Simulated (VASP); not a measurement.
# NiSb in VASP: single point with r2SCAN

Aim: the single point of NiSb with r2SCAN.

Program: VASP 6.6.1. These are calculated values, not measurements. Logs are shortened: lines on timing, memory, paths and dates and some standing lists are left out, and cuts for length are marked.

### 1 The cell of the first run

The typed cell holds 2 atoms: a = 3.234 Å, b = 3.234 Å, c = 3.234 Å, α = 90.00°, β = 90.00°, γ = 89.99°.

### 2 Single point, r2SCAN

POSCAR reads:

```
NiSb
1.0
    2.2870381097     -2.2867177691      0.0000000000
    2.2870381097      2.2867177691      0.0000000000
    0.0000000000      0.0000000000      3.2338942997
Sb Ni
1 1
Direct
    0.0000000000      0.0000000000      0.0000000000
    0.5000000000      0.5000000000      0.5000000000
```

INCAR.step1 reads:

```
SYSTEM = NiSb
ALGO = Normal
EDIFF = 1E-4
ENCUT = 520
GGA = PE
ISMEAR = 0
LASPH = .TRUE.
LCHARG = .FALSE.
LREAL = .FALSE.
LWAVE = .TRUE.
NBANDS = 14
NELM = 100
PREC = Accurate
SIGMA = 0.1
```

INCAR.step2 reads:

```
SYSTEM = NiSb
ALGO = Normal
EDIFF = 1E-6
ENCUT = 520
ISIF = 2
ISMEAR = 0
ISTART = 1
LASPH = .TRUE.
LCHARG = .TRUE.
LELF = .TRUE.
LMIXTAU = .TRUE.
LREAL = .FALSE.
LVHAR = .TRUE.
LWAVE = .FALSE.
METAGGA = R2SCAN
NBANDS = 14
NELM = 100
PREC = Accurate
SIGMA = 0.1
```

KPOINTS reads:

```
k-points
0
G
  14 14 14
  0 0 0
```

Potentials or basis: VASP PAW PBE potentials, release 64 (Sb, Ni).

Started as:

```
$ cat potpaw_PBE.64/Sb/POTCAR potpaw_PBE.64/Ni/POTCAR > POTCAR
$ cp INCAR.step1 INCAR
$ mpirun -np 1 vasp_std > vasp.out
$ cp INCAR.step2 INCAR
$ mpirun -np 1 vasp_std > vasp.out
```

OUTCAR:

```text
SYSTEM = NiSb
   EDIFF = 1E-6
   ENCUT = 520
   ISIF = 2
   ISMEAR = 0
   ISTART = 1
   LASPH = .TRUE.
   LREAL = .FALSE.
   METAGGA = R2SCAN
   NELM = 100
   PREC = Accurate

 ion  position               nearest neighbor table
   1  0.000  0.000  0.000-   2 2.80   2 2.80   2 2.80   2 2.80   2 2.80   2 2.80   2 2.80   2 2.80

   2  0.500  0.500  0.500-   1 2.80   1 2.80   1 2.80   1 2.80   1 2.80   1 2.80   1 2.80   1 2.80

  LATTYP: Found a base centered orthorhombic cell.
 ALAT       =     4.5734355382
 B/A-ratio  =     1.0001400875
 C/A-ratio  =     0.7071039425

  Lattice vectors:

 A1 = (  -2.2870381097,  -2.2867177691,   0.0000000000)
 A2 = (   2.2870381097,  -2.2867177691,   0.0000000000)
 A3 = (   0.0000000000,   0.0000000000,   3.2338942997)

Analysis of symmetry for initial positions (statically):
=====================================================================
 Subroutine PRICEL returns:
 Original cell was already a primitive cell.

 Routine SETGRP: Setting up the symmetry group for a
 base centered orthorhombic supercell.

 Subroutine GETGRP returns: Found  8 space group operations
 (whereof  8 operations were pure point group operations)
 out of a pool of  8 trial point group operations.

The static configuration has the point symmetry D_2h.

Analysis of symmetry for dynamics (positions and initial velocities):
=====================================================================
 Subroutine PRICEL returns:
 Original cell was already a primitive cell.

 Routine SETGRP: Setting up the symmetry group for a
 base centered orthorhombic supercell.

 Subroutine GETGRP returns: Found  8 space group operations
 (whereof  8 operations were pure point group operations)
 out of a pool of  8 trial point group operations.

The dynamic configuration has the point symmetry D_2h.

 Subroutine INISYM returns: Found  8 space group operations
 (whereof  8 operations are pure point group operations),
 and found     1 'primitive' translations

----------------------------------------------------------------------------------------

                                     Primitive cell

  volume of cell :      33.8253

  direct lattice vectors                    reciprocal lattice vectors
     2.287038110 -2.286717769  0.000000000     0.218623379 -0.218654006  0.000000000
     2.287038110  2.286717769  0.000000000     0.218623379  0.218654006  0.000000000
     0.000000000  0.000000000  3.233894300     0.000000000  0.000000000  0.309224702

  length of vectors
     3.234133805  3.234133805  3.233894300     0.309201805  0.309201805  0.309224702

  position of ions in fractional coordinates (direct lattice)
     0.000000000  0.000000000  0.000000000
     0.500000000  0.500000000  0.500000000

  ion indices of the primitive-cell ions
   primitive index   ion index
                 1           1
                 2           2

----------------------------------------------------------------------------------------

 KPOINTS: k-points

Automatic generation of k-mesh.
 Grid dimensions read from file:
 generate k-points for:   14   14   14

 Generating k-lattice:

  Cartesian coordinates                     Fractional coordinates (reciprocal lattice)
     0.015615956 -0.015618143  0.000000000     0.071428571  0.000000000  0.000000000
     0.015615956  0.015618143  0.000000000     0.000000000  0.071428571  0.000000000
     0.000000000  0.000000000  0.022087479     0.000000000  0.000000000  0.071428571

  Length of vectors
     0.022085843  0.022085843  0.022087479

  Shift w.r.t. Gamma in fractional coordinates (k-lattice)
     0.000000000  0.000000000  0.000000000

 Subroutine IBZKPT returns following result:
 ===========================================

 Found    456 irreducible k-points:

 Following reciprocal coordinates:
            Coordinates               Weight
  0.000000  0.000000  0.000000      1.000000
  0.071429 -0.000000  0.000000      4.000000
  0.142857 -0.000000  0.000000      4.000000
  0.214286 -0.000000  0.000000      4.000000
  0.285714 -0.000000  0.000000      4.000000
  0.357143 -0.000000  0.000000      4.000000
[... 16 lines left out ...]
  0.214286  0.142857  0.000000      4.000000
  0.285714  0.142857  0.000000      4.000000
 [... further k-points ...]
   k-points           NKPTS =    456   k-points in BZ     NKDIM =    456   number of bands    NBANDS=     14
   number of dos      NEDOS =    301   number of ions     NIONS =      2
   total plane-waves  NPLWV =  13824
   dimension x,y,z NGX =    24 NGY =   24 NGZ =   24
   dimension x,y,z NGXF=    48 NGYF=   48 NGZF=   48
   ions per type =               1   1
   NGX,Y,Z   is equivalent  to a cutoff of  12.34, 12.34, 12.34 a.u.
   NGXF,Y,Z  is equivalent  to a cutoff of  24.67, 24.67, 24.68 a.u.
 SYSTEM =  NiSb
   PREC   = accura    normal or accurate (medium, high low for compatibility)
   ISTART =      1    job   : 0-new  1-cont  2-samecut
   ICHARG =      0    charge: 1-file 2-atom 10-const
   ISPIN  =      1    spin polarized calculation?
   LNONCOLLINEAR =      F non collinear calculations
   LSORBIT =      F    spin-orbit coupling
   LASPH  =      T    aspherical Exc in radial PAW
   ENCUT  =  520.0 eV  38.22 Ry    6.18 a.u.   6.01  6.01  6.01*2*pi/ulx,y,z
   NELM   =    100;   NELMIN=  2; NELMDL=  0     # of ELM steps
   EDIFF  = 0.1E-05   stopping-criterion for ELM
   LREAL  =      F    real-space projection
   EDIFFG = 0.1E-04   stopping-criterion for IOM
   NSW    =      0    number of steps for IOM
   IBRION =     -1    ionic relax: 0-MD 1-quasi-New 2-CG
   NFREE  =      0    steps in history (QN), initial steepest desc. (CG)
   ISIF   =      2    stress and relaxation
   ISYM   =      2    0-nonsym 1-usesym 2-fastsym
   POTIM  = 0.5000    time-step for ionic-motion
   TEBEG  =    0.0;   TEEND  =   0.0 temperature during run
   PSTRESS=    0.0 pullay stress
   NELECT =      15.0000    total number of electrons
   NUPDOWN=      -1.0000    fix difference up-down
   EMIN   =  10.00;   EMAX   =-10.00  energy-range for DOS
   EFERMI =   0.00;   METHOD = LEGACY
   ISMEAR =     0;   SIGMA  =   0.10  broadening in eV -4-tet -1-fermi 0-gaus
   EFERMI_NEDOS =   21; number of points for ismear=-14 and -15
   IALGO  =     38    algorithm
   IMIX   =      4    mixing-type and parameters
     AMIX     =   0.40;   BMIX     =  1.00
     AMIX_MAG =   1.60;   BMIX_MAG =  1.00
  volume/ion in A,a.u.               =      16.91       114.13
  Fermi-wavevector in a.u.,A,eV,Ry     =   1.248412  2.359157 21.205128  1.558533
  Thomas-Fermi vector in A             =   2.382500
   LORBIT       =      0    0 simple, 1 ext, 2 COOP (PROOUT), +10 PAW based schemes
   METAGGA = R2SCAN    functional components
   LHFCALC =     F    Hartree Fock is set to
   AEXX    =    0.0000 exact exchange contribution
   IVDW    =     0    specifies the selected vdW correction
   LEPSILON=     F    determine dielectric tensor
   LRPA    =     F    only Hartree local field effects (RPA)
 non-spin polarized calculation
 Gauss-broadening in eV      SIGMA  =   0.10
  energy-cutoff  :      520.00
  volume of cell :       33.83
 maximum number of plane-waves:       931
   NGX = 13   NGY = 13   NGZ = 13

 number of electron      14.9999994 magnetization

 Free energy of the ion-electron system (eV)
  ---------------------------------------------------
  ext. energy  EPLUGINS =         0.00000000
  ---------------------------------------------------
  free energy    TOTEN  =       -37.18475932 eV

  energy without entropy =      -37.17858150  energy(sigma->0) =      -37.18167041

 E-fermi :  10.3675     XC(G=0): -12.4926

 val. band max:       10.3646049371   @ k =   0.4286   0.2857   0.0714
 cond. band min:      10.3721150938   @ k =  -0.2857   0.1429   0.5000
 fundamental gap:      0.0075101567
 Fermi energy:        10.3674953106

 k-point     1 :       0.0000    0.0000    0.0000
  band No.  band energies     occupation
      1      -3.6144      2.00000
      2       7.8052      2.00000
      3       7.8052      2.00000
      4       8.9416      2.00000
      5       8.9416      2.00000
      6       8.9419      2.00000
      7      11.2835      0.00000
      8      11.2847      0.00000
      9      11.2862      0.00000
     10      15.6745      0.00000
     11      17.1561      0.00000
     12      17.1567      0.00000
     13      27.2498      0.00000
     14      27.2511      0.00000

 k-point     2 :       0.0714   -0.0000    0.0000
  band No.  band energies     occupation
      1      -3.5389      2.00000
      2       7.7182      2.00000
      3       7.8162      2.00000
      4       8.8682      2.00000
      5       8.8683      2.00000
      6       8.9421      2.00000
      7      10.6958      0.00000
      8      11.4412      0.00000
      9      11.4432      0.00000
     10      15.9891      0.00000
     11      17.1794      0.00000
     12      17.7009      0.00000
     13      25.7170      0.00000
     14      25.7187      0.00000

 k-point     3 :       0.1429   -0.0000    0.0000
  band No.  band energies     occupation
      1      -3.3140      2.00000
      2       7.3024      2.00000
      3       7.8471      2.00000
      4       8.6944      2.00000
      5       8.6947      2.00000
      6       8.9430      2.00000
      7       9.7428      2.00000
      8      11.8645      0.00000
      9      11.8664      0.00000
     10      16.3101      0.00000
     11      17.2479      0.00000
     12      19.2963      0.00000
     13      24.1862      0.00000
     14      24.1880      0.00000
[... 324 lines left out ...]
 k-point    23 :       0.2143    0.1429    0.0000
  band No.  band energies     occupation
      1      -2.6519      2.00000
      2       6.4914      2.00000
      3       7.5021      2.00000
      4       8.2910      2.00000
      5       8.4921      2.00000
      6       8.8612      2.00000
      7       9.5708      2.00000
      8      10.6782      0.00001
      9      12.8630      0.00000
     10      17.0955      0.00000
     11      19.6246      0.00000
     12      19.8447      0.00000
     13      21.5981      0.00000
     14      22.7587      0.00000

 k-point    24 :       0.2857    0.1429    0.0000
  band No.  band energies     occupation
      1      -2.1611      2.00000
      2       5.2576      2.00000
      3       7.6046      2.00000
      4       8.2328      2.00000
      5       8.3637      2.00000
      6       8.8636      2.00000
      7       9.3273      2.00000
      8      11.2200      0.00000
      9      13.5168      0.00000
     10      17.2603      0.00000
     11      18.4349      0.00000
     12      19.9945      0.00000
     13      21.4362      0.00000
     14      22.7586      0.00000

 [... further k-points ...]

------------------------ aborting loop because EDIFF is reached ----------------------------------------

  FORCE on cell =-STRESS in cart. coord.  units (eV):
  Direction    XX          YY          ZZ          XY          YZ          ZX
  --------------------------------------------------------------------------------------
  -------------------------------------------------------------------------------------
  Total        0.0267034      0.0265087      0.0268336      0.0000000      0.0000000      0.0000000
  in kB        1.2648393      1.2556193      1.2710062      0.0000000      0.0000000      0.0000000
  external PRESSURE =       1.2638216 kB  Pullay stress =       0.0000000 kB

 VOLUME and BASIS-vectors are now :
 -----------------------------------------------------------------------------
  energy-cutoff  :      520.00
  volume of cell :       33.83
      direct lattice vectors                 reciprocal lattice vectors
     2.287038110 -2.286717769  0.000000000     0.218623379 -0.218654006  0.000000000
     2.287038110  2.286717769  0.000000000     0.218623379  0.218654006  0.000000000
     0.000000000  0.000000000  3.233894300     0.000000000  0.000000000  0.309224702

 POSITION                                       TOTAL-FORCE (eV/Angst)
 -----------------------------------------------------------------------------------
      0.00000      0.00000      0.00000        -0.000000      0.000000      0.000000
      2.28704      0.00000      1.61695         0.000000     -0.000000      0.000000
 -----------------------------------------------------------------------------------
    total drift:                                0.000000     -0.000000     -0.000000

  FREE ENERGIE OF THE ION-ELECTRON SYSTEM (eV)
  ---------------------------------------------------
  free  energy   TOTEN  =       -37.1847593242 eV

  energy  without entropy=      -37.1785814977  energy(sigma->0) =      -37.18167041
```

Run time: 3.8 min. Hardware: 1 thread of Intel Xeon Platinum 8488C (Sapphire Rapids), shared host; peak memory 0.34 GiB.

Results:

* Free energy: -37.1848 eV
* Pressure: 0.1 GPa
* Band gap on the k mesh: zero (an odd number of electrons rules out a gap without spin polarisation)

Caveat: the PAW data sets were made with another functional, which shifts forces and pressure a little; spin-orbit coupling is left out, which moves the levels of the heavy elements.
